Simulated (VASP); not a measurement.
Be2H: relaxation of cell and atoms with PBE

Be2H:

```xyz
3
Lattice="2.4279 0.0000 0.0000 -1.2139 2.1026 0.0000 0.0000 0.0000 4.2337" Properties=species:S:1:pos:R:3 pbc="T T T"
Be    0.0000    1.4017    0.9617
Be    1.2139    0.7009    3.2720
H     0.0000    0.0000    0.0000
```

```
Program                : VASP 6.6.1
Task                   : relaxation of cell and atoms
Functional             : PBE
Potentials or basis    : VASP PAW PBE potentials, release 64 (Be, H)
Cutoff                 : 600 eV
k mesh                 : 9 × 9 × 4
Occupations            : gaussian, width 0.1 eV
Spin                   : no spin polarisation
Dipole correction      : no
Further INCAR settings : ALGO = Normal; EDIFF = 1e-07; IBRION = 2; EDIFFG = -0.04; NSW = 90; ISIF = 3
```

* Relaxed volume: 6.74 Å³/atom
* Relaxed cell: a = 2.241 Å, b = 2.241 Å, c = 4.651 Å, α = 90.00°, β = 90.00°, γ = 120.00°
* Space group after relaxing (to 0.05 Å): P-3m1 (No. 164)
* Energy gained by relaxing: 182.6 meV/atom
* Ionic steps: 20
* Pressure after relaxing: -0.1 GPa
* Largest force after relaxing: 0.004 eV/Å

Forces in eV/Å, atoms in the order of the input:
```
Be   0.000  0.000 -0.004
Be   0.000  0.000  0.004
H    0.000  0.000  0.000
```

Stress tensor (GPa, compression positive):
```
-0.31  0.00  0.00
 0.00 -0.31  0.00
 0.00  0.00  0.44
```

The path:
| step | energy change (eV) | largest force (eV/Å) | pressure (GPa) | volume (Å³) |
| --- | --- | --- | --- | --- |
| 1 | 0.0000 | 1.0737 | -3.41 | 21.61 |
| 2 | -0.1549 | 0.9320 | -3.93 | 21.13 |
| 3 | -0.3003 | 0.3712 | 2.73 | 19.60 |
| 4 | -0.3196 | 0.3408 | -0.74 | 20.06 |
| 5 | -0.3206 | 0.2037 | -0.10 | 19.96 |
| 6 | -0.3454 | 0.1620 | -0.10 | 19.89 |
| 7 | -0.3831 | 0.1109 | 0.87 | 19.74 |
| 8 | -0.3696 | 0.6779 | 5.22 | 19.42 |
| 9 | -0.3923 | 0.3738 | 2.37 | 19.61 |
| 10 | -0.4012 | 0.3251 | 2.13 | 19.66 |
| 11 | -0.4083 | 0.1894 | 2.03 | 19.77 |
| 12 | -0.4616 | 0.0690 | 1.85 | 19.94 |
| 13 | -0.5284 | 0.4778 | 1.36 | 20.10 |
| 14 | -0.5356 | 0.3784 | 1.30 | 20.09 |
| 15 | -0.5250 | 0.1672 | 1.53 | 20.04 |
| 16 | -0.5366 | 0.3319 | 1.28 | 20.08 |
| 17 | -0.5367 | 0.3509 | 1.28 | 20.08 |
| 18 | -0.5463 | 0.0732 | -0.10 | 20.25 |
| 19 | -0.5465 | 0.0213 | -0.35 | 20.28 |
| 20 | -0.5479 | 0.0042 | -0.06 | 20.23 |

Final structure:
```xyz
3
Lattice="2.2408 0.0000 0.0000 -1.1204 1.9406 0.0000 0.0000 0.0000 4.6511" Properties=species:S:1:pos:R:3 pbc="T T T"
Be    0.0000    1.2937    1.4005
Be    1.1204    0.6469    3.2506
H     2.2408    0.0000    0.0000
```

Levels at points of the mesh, in eV from the Fermi level:
```tsv
k point	band 1	band 2	band 3	band 4	band 5	band 6
(0.00, 0.00, 0.00)	-12.08	-7.46	-4.20	11.33	11.43	17.42
(0.00, 0.00, 0.50)	-11.42	-9.62	0.29	3.16	17.62	17.62
```

It took 51 s on 1 thread of Intel(R) Xeon(R) Platinum 8488C (Sapphire Rapids), with other jobs on the host, peak memory 0.14 GiB.

Caveat: the k points lie up to 0.36 Å⁻¹ apart in the final cell.
